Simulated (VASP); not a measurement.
## C4F: single point with PBE+D3(BJ)

Crystal: C4F.

```
C F
1.0
     2.33266    1.34676    3.59707
    -2.33266    1.34676    3.59707
     0.00000   -2.69353    3.59707
C F
4 1
Direct
  0.50000 0.50000 0.00000
  0.00000 0.50000 0.50000
  0.50000 0.00000 0.50000
  0.50000 0.50000 0.50000
  0.00000 0.00000 0.00000
```

The cell was generated, and may not be a known phase.

```yaml
Program: VASP 6.6.1
Task: single point
Functional: PBE
Dispersion: D3(BJ)
Potentials_or_basis: VASP PAW PBE potentials, release 64 (C, F)
Cutoff: 600 eV
k_mesh: 6 × 6 × 6
Occupations: gaussian, width 0.1 eV
Spin: collinear spin
Starting_moments: "[1.0, 1.0, 1.0, 1.0, 1.0] μB"
```

```yaml
Pressure: -26.2 GPa
Net_moment: 0.12 μB per cell
Valence_electrons_inside_the_program's_atomic_spheres: C 1.94, 1.96 (each value once); F 5.93
Dispersion_energy_per_atom: -0.144 eV
```

Stress tensor (GPa, compression positive):
```
-23.60   0.00   0.00
  0.00 -23.60   0.00
  0.00   0.00 -31.48
```

Levels at points of the mesh, in eV from the Fermi level:
Spin up:
```csv
k point,band 8,band 9,band 10,band 11,band 12,band 13,band 14,band 15,band 16,band 17
"(0.00, 0.00, 0.00)",-5.06,-3.11,-1.76,-1.60,-1.60,0.97,0.97,4.18,4.90,4.90
"(0.50, 0.00, 0.00)",-2.89,-2.68,-1.92,-1.46,1.16,1.28,1.30,1.74,1.98,2.37
"(0.50, 0.50, 0.00)",-2.91,-2.30,-1.89,1.08,1.25,1.27,1.44,1.67,1.86,2.01
"(0.50, 0.50, 0.50)",-4.10,-2.54,0.76,0.76,1.37,1.37,1.73,1.73,2.08,2.14
```
Spin down:
```csv
k point,band 9,band 10,band 11,band 12,band 13,band 14
"(0.00, 0.00, 0.00)",-3.09,-1.72,-1.58,-1.58,1.02,1.02
"(0.50, 0.00, 0.00)",-2.66,-1.90,-1.41,1.22,1.34,1.36
"(0.50, 0.50, 0.00)",-2.25,-1.87,1.13,1.31,1.33,1.50
"(0.50, 0.50, 0.50)",-2.52,0.80,0.80,1.42,1.42,1.75
```

Wall time 2.8 min on 1 thread of Intel(R) Xeon(R) Platinum 8259CL CPU @ 2.50GHz (Skylake/Cascade Lake), with other jobs on the host, peak memory 0.29 GiB.

Caveat: the stress differs along the axes, from -31 to -24 GPa.
